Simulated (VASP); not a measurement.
# Pd in VASP: notebook, part 2 of 2

VASP 6.6.1.

### 3 Single point, PBEsol+D3(BJ)

This run uses another cell than the first one, of 14.75 Å³/atom, 0.962 times its volume.

Contents of INCAR:

```
SYSTEM = Pd
PREC = Accurate
ENCUT = 520
EDIFF = 1E-6
ISMEAR = 1
SIGMA = 0.1
LREAL = .False.
LASPH = .True.
NELM = 100
ALGO = Normal
ISIF = 2
LWAVE = .False.
LCHARG = .True.
GGA = PS
IVDW = 12
LELF = .True.
LVHAR = .True.
NBANDS = 11
```

Contents of KPOINTS:

```
Automatic mesh
0
Gamma
  12 12 12
  0 0 0
```

Contents of POSCAR:

```
Pd
1.0
    0.0000000000      1.9465000000      1.9465000000
    1.9465000000      0.0000000000      1.9465000000
    1.9465000000      1.9465000000      0.0000000000
Pd
1
Direct
    0.0000000000      0.0000000000      0.0000000000
```

Potentials or basis: VASP PAW PBE potentials, release 64 (Pd).

Command:

```sh
> cat potpaw_PBE.64/Pd/POTCAR > POTCAR
> mpirun -np 1 vasp_std > vasp.out
```

OUTCAR:

```text
SYSTEM = Pd
   PREC = Accurate
   ENCUT = 520
   EDIFF = 1E-6
   ISMEAR = 1
   LREAL = .False.
   LASPH = .True.
   NELM = 100
   ISIF = 2
   GGA = PS
   IVDW = 12
 IVDW          = 12

 ion  position               nearest neighbor table
   1  0.000  0.000  0.000-

  LATTYP: Found a face centered cubic cell.
 ALAT       =     3.8930000000

  Lattice vectors:

 A1 = (   0.0000000000,   1.9465000000,   1.9465000000)
 A2 = (   1.9465000000,   0.0000000000,   1.9465000000)
 A3 = (   1.9465000000,   1.9465000000,   0.0000000000)

Analysis of symmetry for initial positions (statically):
[... 33 lines left out ...]
                                     Primitive cell

  volume of cell :      14.7500

  direct lattice vectors                    reciprocal lattice vectors
     0.000000000  1.946500000  1.946500000    -0.256871307  0.256871307  0.256871307
     1.946500000  0.000000000  1.946500000     0.256871307 -0.256871307  0.256871307
     1.946500000  1.946500000  0.000000000     0.256871307  0.256871307 -0.256871307

  length of vectors
     2.752766699  2.752766699  2.752766699     0.444914156  0.444914156  0.444914156

  position of ions in fractional coordinates (direct lattice)
     0.000000000  0.000000000  0.000000000

  ion indices of the primitive-cell ions
   primitive index   ion index
[... 133 lines left out ...]
      2       6.7494      2.00000
      3       6.7494      2.00000
      4       6.7494      2.00000
      5       8.3833      2.00000
      6       8.3833      2.00000
      7      26.7469      0.00000
      8      31.5192      0.00000
      9      31.5192      0.00000
     10      31.5192      0.00000
     11      35.6668      0.00000
[... 309 lines left out ...]
 k-point    24 :      -0.4167    0.1667    0.0000
  band No.  band energies     occupation
      1       4.8820      2.00000
      2       6.2776      2.00000
      3       7.2496      2.00000
      4       7.6493      2.00000
      5       9.3548      2.00803
      6      13.1771      0.00000
      7      17.1406      0.00000
      8      25.3854      0.00000
      9      28.4124      0.00000
     10      29.4237      0.00000
     11      35.7583      0.00000

 [... further k-points ...]

------------------------ aborting loop because EDIFF is reached ----------------------------------------

 Edisp (eV)   -0.62176

 E8    (eV) :    -0.4151

  FORCE on cell =-STRESS in cart. coord.  units (eV):
  Direction    XX          YY          ZZ          XY          YZ          ZX
  --------------------------------------------------------------------------------------
  -------------------------------------------------------------------------------------
  Total      -0.94404    -0.94404    -0.94404     0.00000     0.00000     0.00000
  in kB    -102.54348  -102.54348  -102.54348     0.00000     0.00000     0.00000
  external pressure =     -102.54 kB  Pullay stress =        0.00 kB

 VOLUME and BASIS-vectors are now :
 -----------------------------------------------------------------------------
  energy-cutoff  :      520.00
  volume of cell :       14.75
      direct lattice vectors                 reciprocal lattice vectors
     0.000000000  1.946500000  1.946500000    -0.256871307  0.256871307  0.256871307
     1.946500000  0.000000000  1.946500000     0.256871307 -0.256871307  0.256871307
     1.946500000  1.946500000  0.000000000     0.256871307  0.256871307 -0.256871307

 POSITION                                       TOTAL-FORCE (eV/Angst)
 -----------------------------------------------------------------------------------
      0.00000      0.00000      0.00000        -0.000000     -0.000000     -0.000000
 -----------------------------------------------------------------------------------
    total drift:                               -0.000000     -0.000000     -0.000000

  FREE ENERGIE OF THE ION-ELECTRON SYSTEM (eV)
  ---------------------------------------------------
  free  energy   TOTEN  =        -6.5844384562 eV

  energy  without entropy=       -6.5823357445  energy(sigma->0) =       -6.58373755
```

OSZICAR:

```text
N       E                     dE             d eps       ncg     rms          rms(c)
DAV:   1     0.405520141018E+02    0.40552E+02   -0.51138E+03  1592   0.849E+02
DAV:   2    -0.582158101512E+01   -0.46374E+02   -0.44876E+02  1734   0.179E+02
DAV:   3    -0.635257120963E+01   -0.53099E+00   -0.52994E+00  1931   0.211E+01
DAV:   4    -0.635470783048E+01   -0.21366E-02   -0.21363E-02  1900   0.139E+00
DAV:   5    -0.635472878502E+01   -0.20955E-04   -0.20954E-04  2054   0.124E-01    0.833E+00
DAV:   6    -0.597931219368E+01    0.37542E+00   -0.15615E+00  1950   0.101E+01    0.367E+00
DAV:   7    -0.596735990109E+01    0.11952E-01   -0.36863E-02  2081   0.124E+00    0.191E+00
DAV:   8    -0.596272149797E+01    0.46384E-02   -0.18942E-03  1955   0.427E-01    0.124E-01
DAV:   9    -0.596267503746E+01    0.46461E-04   -0.19918E-04  2134   0.122E-01    0.160E-02
DAV:  10    -0.596268029704E+01   -0.52596E-05   -0.83509E-06  1978   0.274E-02    0.141E-02
DAV:  11    -0.596267906269E+01    0.12344E-05   -0.14078E-06  1307   0.105E-02    0.936E-04
DAV:  12    -0.596267908817E+01   -0.25479E-07   -0.19278E-08  1314   0.118E-03
   1 F= -.65844385E+01 E0= -.65837376E+01  d E =-.210271E-02
```

stdout:

```text
POSCAR found type information on POSCAR Pd
 POSCAR found :  1 types and       1 ions
 scaLAPACK will be used
 -----------------------------------------------------------------------------
|                                                                             |
|                                                                             |
|     You enforced a specific xc type in the INCAR file but a different       |
|     I HOPE YOU KNOW WHAT YOU ARE DOING!                                     |
|                                                                             |
 -----------------------------------------------------------------------------

 LDA part: xc-table for (Slater+PW92), standard interpolation
 POSCAR, INCAR and KPOINTS ok, starting setup
 FFT: planning ... GRIDC
 FFT: planning ... GRID_SOFT
 FFT: planning ... GRID
 WAVECAR not read
 entering main loop
```

Wall time 11 s (1 thread of AMD EPYC 9R45 (Zen 5), shared host); peak memory 0.11 GiB.

What came out:

| Property | Result |
| --- | --- |
| Free energy | -6.5844 eV |
| Pressure | -10.3 GPa |
| Band gap on the k mesh | zero (band 5 reaches 9.90 eV, above the bottom of band 6 at 8.32 eV) |
| Dispersion energy per atom | -0.622 eV |

Caveat: the PAW data sets were made with another functional, which shifts forces and pressure a little; pairwise dispersion overbinds metals, which lowers pressure and volume.

### 4 Single point, PBE

This run uses another cell than the first one, of 14.46 Å³/atom, 0.942 times its volume.

Contents of INCAR:

```
PREC = Accurate
ENCUT = 520
EDIFF = 1E-6
ISMEAR = -1
SIGMA = 0.05
LREAL = F
LASPH = T
NELM = 100
ALGO = Normal
ISIF = 2
LWAVE = F
LCHARG = F
GGA = PE
NBANDS = 11
```

Contents of KPOINTS:

```
Automatic mesh
0
Gamma
  12 12 12
```

Contents of POSCAR:

```
Pd
1.0
    0.0000000000      1.9465000000      1.9075700000
    1.9465000000      0.0000000000      1.9075700000
    1.9465000000      1.9465000000      0.0000000000
Pd
1
Direct
    0.0000000000      0.0000000000      0.0000000000
```

Potentials or basis: VASP PAW PBE potentials, release 64 (Pd).

Command:

```sh
> cat potpaw_PBE.64/Pd/POTCAR > POTCAR
> mpirun -np 1 vasp_std > vasp.out
```

OUTCAR:

```text
PREC = Accurate
   ENCUT = 520
   EDIFF = 1E-6
   ISMEAR = -1
   LREAL = F
   LASPH = T
   NELM = 100
   ISIF = 2
   GGA = PE

 ion  position               nearest neighbor table
   1  0.000  0.000  0.000-

  LATTYP: Found a body centered tetragonal cell.
 ALAT       =     2.7527666992
 C/A-ratio  =     1.3859292911

  Lattice vectors:

 A1 = (   0.0000000000,  -1.9465000000,  -1.9075700000)
 A2 = (   0.0000000000,   1.9465000000,  -1.9075700000)
[... 505 lines left out ...]
      2       6.7385      2.00000
      3       7.6195      2.00000
      4       8.1106      2.00000
      5       9.8768      1.97402
      6      13.7332      0.00000
      7      17.9333      0.00000
      8      26.4309      0.00000
      9      29.0276      0.00000
     10      29.9918      0.00000
     11      36.3004      0.00000

 [... further k-points ...]
[... 5 lines left out ...]
  --------------------------------------------------------------------------------------
  -------------------------------------------------------------------------------------
  Total        0.9540384      0.9540384      1.0558226      0.0000000      0.0000000      0.0000000
  in kB      105.7443445    105.7443445    117.0259692      0.0000000      0.0000000      0.0000000
  external PRESSURE =     109.5048861 kB  Pullay stress =       0.0000000 kB

 VOLUME and BASIS-vectors are now :
 -----------------------------------------------------------------------------
  energy-cutoff  :      520.00
  volume of cell :       14.46
      direct lattice vectors                 reciprocal lattice vectors
     0.000000000  1.946500000  1.907570000    -0.256871307  0.256871307  0.262113579
     1.946500000  0.000000000  1.907570000     0.256871307 -0.256871307  0.262113579
     1.946500000  1.946500000  0.000000000     0.256871307  0.256871307 -0.262113579

 POSITION                                       TOTAL-FORCE (eV/Angst)
 -----------------------------------------------------------------------------------
      0.00000      0.00000      0.00000        -0.000000     -0.000000      0.000000
 -----------------------------------------------------------------------------------
    total drift:                                0.000000      0.000000      0.000000

  FREE ENERGIE OF THE ION-ELECTRON SYSTEM (eV)
  ---------------------------------------------------
  free  energy   TOTEN  =        -5.2026342133 eV

  energy  without entropy=       -5.1837395906  energy(sigma->0) =       -5.19318690
```

OSZICAR:

```text
N       E                     dE             d eps       ncg     rms          rms(c)
DAV:   1     0.418844322987E+02    0.41884E+02   -0.51812E+03  3618   0.855E+02
DAV:   2    -0.494525555465E+01   -0.46830E+02   -0.45295E+02  3964   0.182E+02
DAV:   3    -0.548972751274E+01   -0.54447E+00   -0.54283E+00  4354   0.209E+01
DAV:   4    -0.549197617903E+01   -0.22487E-02   -0.22483E-02  4359   0.140E+00
DAV:   5    -0.549199871517E+01   -0.22536E-04   -0.22537E-04  4790   0.127E-01    0.822E+00
DAV:   6    -0.521914671414E+01    0.27285E+00   -0.10332E+00  4456   0.841E+00    0.403E+00
DAV:   7    -0.520660796470E+01    0.12539E-01   -0.36329E-02  4790   0.131E+00    0.201E+00
DAV:   8    -0.520272767252E+01    0.38803E-02   -0.26719E-03  4431   0.491E-01    0.145E-01
DAV:   9    -0.520263069575E+01    0.96977E-04   -0.51664E-04  4585   0.193E-01    0.295E-02
DAV:  10    -0.520263519675E+01   -0.45010E-05   -0.19730E-05  4460   0.388E-02    0.950E-03
DAV:  11    -0.520263421332E+01    0.98343E-06   -0.52098E-07  3216   0.701E-03
   1 F= -.52026342E+01 E0= -.51931869E+01  d E =-.188946E-01
```

Run time: 23 s. Hardware: 1 thread of Intel Xeon 8259CL, shared host; peak memory 0.14 GiB.

What came out:

```
Free energy            : -5.2026 eV
Pressure               : 11.0 GPa
Band gap on the k mesh : zero (band 5 reaches 10.48 eV, above the bottom of band 6 at 8.83 eV)
```

### 5 Overview

| level | potentials or basis | spin | cell | smearing | gap on the mesh (eV) | pressure (GPa) |
| --- | --- | --- | --- | --- | --- | --- |
| LDA | VASP PAW LDA potentials, release 64 (Pd) | non-collinear, zero start, SOC | a = 2.789 Å, angles 60.0°, 1 atom | fermi-dirac 0.05 eV | - | -14.6 |
| PBEsol+D3(BJ) | VASP PAW PBE potentials, release 64 (Pd) | off | a = 2.753 Å, angles 60.0°, 1 atom | methfessel-paxton 0.1 eV | none | -10.3 |
| PBE | VASP PAW PBE potentials, release 64 (Pd) | off | a = 2.725, b = 2.725, c = 2.753 Å, angles 59.7, 59.7, 60.7°, 1 atom | fermi-dirac 0.05 eV | none | 11.0 |

Alike in all rows: task single point; k mesh 12 × 12 × 12; cutoff (eV) 520.

Caveats: the PAW data sets were made with another functional, which shifts forces and pressure a little (some runs); pairwise dispersion overbinds metals, which lowers pressure and volume (some runs).

Absolute energies hang on the potentials; compare differences alone.
